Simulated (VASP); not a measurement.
# I (C2/m) in VASP: single point with PBEsol

Aim: the single point of I with PBEsol.

Program: VASP 6.6.1. These are calculated values, not measurements. Logs are shortened: lines on timing, memory, paths and dates and some standing lists are left out, and cuts for length are marked.

## Step 1: The cell of the first run

It takes space group C2/m (No. 12, monoclinic). The conventional cell has a = 5.077 Å, b = 7.413 Å, c = 2.880 Å, α = 90.00°, β = 124.24°, γ = 90.00°. I (site symmetry 2/m) has 2 I at 2.88 Å within 3.8 Å.

## Step 2: Single point, PBEsol

Contents of INCAR:

```
SYSTEM = I
PREC     = Accurate       ! precision mode
ENCUT    = 500            ! plane-wave cutoff, eV
EDIFF    = 1E-6           ! SCF threshold, eV
ISMEAR   = 1              ! smearing method
SIGMA    = 0.15           ! smearing width, eV
LREAL    = .False.        ! projectors in reciprocal space
LASPH    = .True.         ! aspherical terms in the spheres
NELM     = 120            ! most SCF steps
ALGO     = Normal         ! electronic algorithm
ISIF     = 2              ! what is computed and relaxed
LWAVE    = .False.        ! write WAVECAR
LCHARG   = .False.        ! write CHGCAR
GGA      = PS             ! functional
NBANDS   = 10             ! bands
GGA_COMPAT= .False.
```

Contents of KPOINTS:

```
Automatic mesh
0
Gamma
  7 7 11
  0 0 0
```

Contents of POSCAR:

```
I
1.0
    2.5383465800     -3.7066249400      0.0000000000
    2.5383465800      3.7066249400      0.0000000000
   -1.6208748400      0.0000000000      2.3810978000
I
1
Direct
    0.5000000000      0.5000000000      0.5000000000
```

Potentials or basis: VASP PAW PBE potentials, release 64 (I).

On the command line:

```console
> cat potpaw_PBE.64/I/POTCAR > POTCAR
> mpirun -np 1 vasp_std > vasp.out
```

OUTCAR:

```text
SYSTEM = I
   PREC = Accurate
   ENCUT = 500
   EDIFF = 1E-6
   ISMEAR = 1
   LREAL = .False.
   LASPH = .True.
   NELM = 120
   ISIF = 2
   GGA = PS

 ion  position               nearest neighbor table
   1  0.500  0.500  0.500-

  LATTYP: Found a base centered monoclinic cell.
 ALAT       =     5.0766931600
 B/A-ratio  =     1.4602517124
 C/A-ratio  =     0.5673826061
 COS(beta)  =    -0.5627202555

  Lattice vectors:

 A1 = (   2.5383465800,  -3.7066249400,   0.0000000000)
 A2 = (   2.5383465800,   3.7066249400,   0.0000000000)
 A3 = (  -1.6208748400,   0.0000000000,   2.3810978000)

Analysis of symmetry for initial positions (statically):
=====================================================================
 Subroutine PRICEL returns:
 Original cell was already a primitive cell.

 Routine SETGRP: Setting up the symmetry group for a
 base centered monoclinic supercell.

 Subroutine GETGRP returns: Found  4 space group operations
 (whereof  4 operations were pure point group operations)
 out of a pool of  4 trial point group operations.

The static configuration has the point symmetry C_2h.

Analysis of symmetry for dynamics (positions and initial velocities):
=====================================================================
 Subroutine PRICEL returns:
 Original cell was already a primitive cell.

 Routine SETGRP: Setting up the symmetry group for a
 base centered monoclinic supercell.

 Subroutine GETGRP returns: Found  4 space group operations
 (whereof  4 operations were pure point group operations)
 out of a pool of  4 trial point group operations.

The dynamic configuration has the point symmetry C_2h.

 Subroutine INISYM returns: Found  4 space group operations
 (whereof  4 operations are pure point group operations),
 and found     1 'primitive' translations

----------------------------------------------------------------------------------------

                                     Primitive cell

  volume of cell :      44.8061

  direct lattice vectors                    reciprocal lattice vectors
     2.538346580 -3.706624940  0.000000000     0.196978617 -0.134893605  0.134088438
     2.538346580  3.706624940  0.000000000     0.196978617  0.134893605  0.134088438
    -1.620874840  0.000000000  2.381097800     0.000000000  0.000000000  0.419974350

  length of vectors
     4.492468342  4.492468342  2.880427395     0.273818498  0.273818498  0.419974350

  position of ions in fractional coordinates (direct lattice)
     0.500000000  0.500000000  0.500000000

  ion indices of the primitive-cell ions
   primitive index   ion index
                 1           1

----------------------------------------------------------------------------------------

 KPOINTS: Automatic mesh

Automatic generation of k-mesh.
 Grid dimensions read from file:
 generate k-points for:    7    7   11

 Generating k-lattice:

  Cartesian coordinates                     Fractional coordinates (reciprocal lattice)
     0.028139802 -0.019270515  0.019155491     0.142857143  0.000000000 -0.000000000
     0.028139802  0.019270515  0.019155491     0.000000000  0.142857143 -0.000000000
     0.000000000  0.000000000  0.038179486     0.000000000  0.000000000  0.090909091

  Length of vectors
     0.039116928  0.039116928  0.038179486

  Shift w.r.t. Gamma in fractional coordinates (k-lattice)
     0.000000000  0.000000000  0.000000000

 Subroutine IBZKPT returns following result:
 ===========================================

 Found    156 irreducible k-points:

 Following reciprocal coordinates:
            Coordinates               Weight
  0.000000  0.000000  0.000000      1.000000
  0.142857  0.000000  0.000000      4.000000
  0.285714  0.000000  0.000000      4.000000
  0.428571  0.000000 -0.000000      4.000000
  0.142857  0.142857  0.000000      2.000000
  0.285714  0.142857 -0.000000      4.000000
[... 16 lines left out ...]
 -0.142857  0.000000  0.090909      4.000000
  0.142857  0.142857  0.090909      2.000000
 [... further k-points ...]
   k-points           NKPTS =    156   k-points in BZ     NKDIM =    156   number of bands    NBANDS=     10
   number of dos      NEDOS =    301   number of ions     NIONS =      1
   total plane-waves  NPLWV =  31104
   dimension x,y,z NGX =    36 NGY =   36 NGZ =   24
   dimension x,y,z NGXF=    72 NGYF=   72 NGZF=   48
   ions per type =               1
   NGX,Y,Z   is equivalent  to a cutoff of  13.32, 13.32, 13.85 a.u.
   NGXF,Y,Z  is equivalent  to a cutoff of  26.64, 26.64, 27.70 a.u.
 SYSTEM =  I
   PREC   = accura    normal or accurate (medium, high low for compatibility)
   ISTART =      0    job   : 0-new  1-cont  2-samecut
   ICHARG =      2    charge: 1-file 2-atom 10-const
   ISPIN  =      1    spin polarized calculation?
   LNONCOLLINEAR =      F non collinear calculations
   LSORBIT =      F    spin-orbit coupling
   LASPH  =      T    aspherical Exc in radial PAW
   ENCUT  =  500.0 eV  36.75 Ry    6.06 a.u.   8.19  8.19  5.25*2*pi/ulx,y,z
   NELM   =    120;   NELMIN=  2; NELMDL= -5     # of ELM steps
   EDIFF  = 0.1E-05   stopping-criterion for ELM
   LREAL  =      F    real-space projection
   EDIFFG = 0.1E-04   stopping-criterion for IOM
   NSW    =      0    number of steps for IOM
   IBRION =     -1    ionic relax: 0-MD 1-quasi-New 2-CG
   NFREE  =      0    steps in history (QN), initial steepest desc. (CG)
   ISIF   =      2    stress and relaxation
   ISYM   =      2    0-nonsym 1-usesym 2-fastsym
   POTIM  = 0.5000    time-step for ionic-motion
   TEBEG  =    0.0;   TEEND  =   0.0 temperature during run
   PSTRESS=    0.0 pullay stress
   NELECT =       7.0000    total number of electrons
   NUPDOWN=      -1.0000    fix difference up-down
   EMIN   =  10.00;   EMAX   =-10.00  energy-range for DOS
   EFERMI =   0.00;   METHOD = LEGACY
   ISMEAR =     1;   SIGMA  =   0.15  broadening in eV -4-tet -1-fermi 0-gaus
   EFERMI_NEDOS =   21; number of points for ismear=-14 and -15
   IALGO  =     38    algorithm
   IMIX   =      4    mixing-type and parameters
     AMIX     =   0.40;   BMIX     =  1.00
     AMIX_MAG =   1.60;   BMIX_MAG =  1.00
  volume/ion in A,a.u.               =      44.81       302.37
  Fermi-wavevector in a.u.,A,eV,Ry     =   0.881716  1.666201 10.577477  0.777423
  Thomas-Fermi vector in A             =   2.002249
   LORBIT       =      0    0 simple, 1 ext, 2 COOP (PROOUT), +10 PAW based schemes
   GGA     = PS    functional components
   LHFCALC =     F    Hartree Fock is set to
   AEXX    =    0.0000 exact exchange contribution
   IVDW    =     0    specifies the selected vdW correction
   LEPSILON=     F    determine dielectric tensor
   LRPA    =     F    only Hartree local field effects (RPA)
 non-spin polarized calculation
 Methfessel and Paxton  Order N= 1 SIGMA  =   0.15
  energy-cutoff  :      500.00
  volume of cell :       44.81
 maximum number of plane-waves:      1153
 NGX is ok and might be reduce to    36
   NGX = 17   NGY = 17   NGZ = 11

 number of electron       7.0000000 magnetization

 Free energy of the ion-electron system (eV)
  ---------------------------------------------------
  ext. energy  EPLUGINS =         0.00000000
  ---------------------------------------------------
  free energy    TOTEN  =        -1.61831159 eV

  energy without entropy =       -1.62085705  energy(sigma->0) =       -1.61916008

 E-fermi :   2.0812     XC(G=0):  -7.9412

 val. band max:        2.0209159516   @ k =  -0.1429  -0.1429   0.4545
 cond. band min:       2.0978270677   @ k =   0.4286   0.4286   0.1818
 fundamental gap:      0.0769111161
 Fermi energy:         2.0811904796

 k-point     1 :       0.0000    0.0000    0.0000
  band No.  band energies     occupation
      1     -11.5694      2.00000
      2       0.5004      2.00000
      3       0.5164      2.00000
      4       5.9845      0.00000
      5       6.2359      0.00000
      6       9.8357      0.00000
      7      10.1430      0.00000
      8      12.6219      0.00000
      9      12.7075      0.00000
     10      17.7825      0.00000

 k-point     2 :       0.1429    0.0000    0.0000
  band No.  band energies     occupation
      1     -11.5192      2.00000
      2       0.0016      2.00000
      3       0.4025      2.00000
      4       5.9874      0.00000
      5       6.9492      0.00000
      6       9.3410      0.00000
      7      10.4216      0.00000
      8      12.7071      0.00000
      9      14.1318      0.00000
     10      17.9884      0.00000

 k-point     3 :       0.2857    0.0000    0.0000
  band No.  band energies     occupation
      1     -11.4018      2.00000
      2      -0.8987      2.00000
      3       0.1913      2.00000
      4       5.9940      0.00000
      5       7.4409      0.00000
      6       9.8122      0.00000
      7      11.8365      0.00000
      8      12.7114      0.00000
      9      16.9853      0.00000
     10      18.0782      0.00000

 k-point     4 :       0.4286    0.0000   -0.0000
  band No.  band energies     occupation
      1     -11.3025      2.00000
      2      -1.4890      2.00000
      3       0.0360      2.00000
      4       5.9995      0.00000
      5       7.0990      0.00000
      6      11.8049      0.00000
      7      12.6729      0.00000
      8      13.9137      0.00000
      9      16.6861      0.00000
     10      17.3080      0.00000

 k-point     5 :       0.1429    0.1429    0.0000
  band No.  band energies     occupation
      1     -11.4321      2.00000
      2      -0.6565      2.00000
      3       0.1988      2.00000
      4       6.0174      0.00000
      5       7.9288      0.00000
      6       8.7376      0.00000
      7      11.6116      0.00000
      8      12.8251      0.00000
      9      16.2000      0.00000
     10      18.2556      0.00000

 k-point     6 :       0.2857    0.1429   -0.0000
  band No.  band energies     occupation
      1     -11.3233      2.00000
      2      -1.2611      2.00000
      3      -0.1213      2.00000
      4       6.0144      0.00000
      5       7.9322      0.00000
      6       9.8980      0.00000
      7      12.6603      0.00000
      8      13.8916      0.00000
      9      16.7940      0.00000
     10      18.1355      0.00000
[... 183 lines left out ...]
 k-point    21 :      -0.4286    0.0000    0.0909
  band No.  band energies     occupation
      1     -11.2047      2.00000
      2      -1.1222      2.00000
      3       0.1794      2.00000
      4       4.7104     -0.00000
      5       7.4646      0.00000
      6      10.9242      0.00000
      7      13.0351      0.00000
      8      13.9503      0.00000
      9      15.3724      0.00000
     10      16.7558      0.00000

 k-point    22 :      -0.2857    0.0000    0.0909
  band No.  band energies     occupation
      1     -11.3236      2.00000
      2      -0.3459      2.00000
      3       0.3877      2.00000
      4       4.6989     -0.00000
      5       7.6380      0.00000
      6       9.2997      0.00000
      7      11.2757      0.00000
      8      14.0412      0.00000
      9      15.5528      0.00000
     10      15.6970      0.00000

 k-point    23 :      -0.1429    0.0000    0.0909
  band No.  band energies     occupation
      1     -11.4153      2.00000
      2       0.4376      2.00000
      3       0.5933      2.00000
      4       4.7039     -0.00000
      5       6.6564      0.00000
      6       9.7266      0.00000
      7      10.3797      0.00000
      8      13.3385      0.00000
      9      14.1046      0.00000
     10      15.2214      0.00000

 k-point    24 :       0.1429    0.1429    0.0909
  band No.  band energies     occupation
      1     -11.2262      2.00000
      2      -0.9124      2.00000
      3       0.0950      2.00000
      4       4.7585     -0.00000
      5       8.7149      0.00000
      6       8.7655      0.00000
      7      13.0449      0.00000
      8      14.1810      0.00000
      9      15.5179      0.00000
     10      15.9117      0.00000

 [... further k-points ...]

------------------------ aborting loop because EDIFF is reached ----------------------------------------

  FORCE on cell =-STRESS in cart. coord.  units (eV):
  Direction    XX          YY          ZZ          XY          YZ          ZX
  --------------------------------------------------------------------------------------
  -------------------------------------------------------------------------------------
  Total       -0.1550478     -0.0633618     -0.1835108      0.0000000      0.0000000      0.0017642
  in kB       -5.5442056     -2.2656946     -6.5619863      0.0000000      0.0000000      0.0630852
  external PRESSURE =      -4.7906288 kB  Pullay stress =       0.0000000 kB

 VOLUME and BASIS-vectors are now :
 -----------------------------------------------------------------------------
  energy-cutoff  :      500.00
  volume of cell :       44.81
      direct lattice vectors                 reciprocal lattice vectors
     2.538346580 -3.706624940  0.000000000     0.196978617 -0.134893605  0.134088438
     2.538346580  3.706624940  0.000000000     0.196978617  0.134893605  0.134088438
    -1.620874840  0.000000000  2.381097800     0.000000000  0.000000000  0.419974350

 POSITION                                       TOTAL-FORCE (eV/Angst)
 -----------------------------------------------------------------------------------
      1.72791      0.00000      1.19055         0.000000     -0.000000      0.000000
 -----------------------------------------------------------------------------------
    total drift:                                0.000000      0.000000      0.000000

  FREE ENERGIE OF THE ION-ELECTRON SYSTEM (eV)
  ---------------------------------------------------
  free  energy   TOTEN  =        -1.6183115920 eV

  energy  without entropy=       -1.6208570517  energy(sigma->0) =       -1.61916008
```

Wall time 73 s (1 thread of Intel Xeon 8259CL, shared host); peak memory 0.22 GiB.

What came out:

```yaml
Free_energy: -1.6183 eV
Pressure: -0.5 GPa
Band_gap_on_the_k_mesh: zero (an odd number of electrons rules out a gap without spin polarisation)
```

Levels at points of the mesh, in eV from the Fermi level:
```
           k point  band 1  band 2  band 3  band 4  band 5  band 6  band 7
(0.00, 0.00, 0.00)  -13.65   -1.58   -1.56    3.90    4.15    7.75    8.06
```

Caveat: the PAW data sets were made with another functional, which shifts forces and pressure a little; spin-orbit coupling is left out, which moves the levels of the heavy elements; an odd number of electrons without spin polarisation forces a metal; a magnetic or distorted state may lie lower.

The gap in the log of VASP goes by the Fermi energy; the results here count the filled bands.